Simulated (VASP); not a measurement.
# CdAg: relaxation of cell and atoms with LDA

Crystal: CdAg.

```
CELL_PARAMETERS angstrom
3.38791 0.00000 0.00000
0.00000 3.38791 0.00000
0.00000 0.00000 3.38791
ATOMIC_POSITIONS crystal
Cd 0.50000 0.50000 0.50000
Ag 0.00000 0.00000 0.00000
```

| Property | Result |
| --- | --- |
| Program | VASP 6.6.1 |
| Task | relaxation of cell and atoms |
| Functional | LDA |
| Potentials or basis | VASP PAW LDA potentials, release 64 (Cd, Ag) |
| Cutoff | 600 eV |
| k mesh | 12 × 12 × 12 |
| Occupations | gaussian, width 0.1 eV |
| Spin | no spin polarisation |
| Dipole correction | no |
| Further INCAR settings | ALGO = Normal; EDIFF = 1e-06; IBRION = 2; EDIFFG = -0.005; NSW = 70; ISIF = 3 |

```json
{
  "Relaxed volume": "17.52 Å³/atom",
  "Relaxed cell": "a = 3.272 Å, b = 3.272 Å, c = 3.272 Å, α = 90.00°, β = 90.00°, γ = 90.00°",
  "Space group after relaxing (to 0.1 Å)": "Pm-3m (No. 221)",
  "Energy gained by relaxing": "59.0 meV/atom",
  "Ionic steps": "3",
  "Pressure after relaxing": "0.0 GPa",
  "Band gap on the k mesh": "zero (an odd number of electrons rules out a gap without spin polarisation)"
}
```

Step by step:
| step | energy change (eV) | largest force (eV/Å) | pressure (GPa) | volume (Å³) |
| --- | --- | --- | --- | --- |
| 1 | 0.0000 | 0.0000 | -8.71 | 38.89 |
| 2 | -0.0821 | 0.0000 | 6.78 | 33.23 |
| 3 | -0.1180 | 0.0000 | -0.03 | 35.04 |

Final structure:
```yaml
crystal:
  lattice:
    - [3.27223, 0.00000, 0.00000]
    - [0.00000, 3.27223, 0.00000]
    - [0.00000, 0.00000, 3.27223]
  atoms:
    - { symbol: Cd, position: [0.50000, 0.50000, 0.50000] }
    - { symbol: Ag, position: [0.00000, 0.00000, 0.00000] }
```

Levels at points of the mesh, in eV from the Fermi level:
```tsv
k point	band 8	band 9	band 10	band 11	band 12	band 13	band 14	band 15
(0.00, 0.00, 0.00)	-5.32	-4.36	-4.36	-4.36	5.12	5.12	5.12	10.19
(0.50, 0.00, 0.00)	-5.13	-5.13	-4.85	-4.57	-2.90	10.75	10.75	11.10
(0.50, 0.50, 0.00)	-4.45	-4.45	-4.11	-1.60	-1.60	1.65	2.07	11.61
(0.50, 0.50, 0.50)	-6.02	-4.08	-4.08	2.54	4.33	4.33	4.33	4.53
```

Run time: 66 s on 1 thread of Intel(R) Xeon(R) Platinum 8488C (Sapphire Rapids) (shared host), peak memory 0.2 GiB.

LDA usually gives volumes a few per cent too small. Zero-point motion and thermal expansion aren't in these numbers.
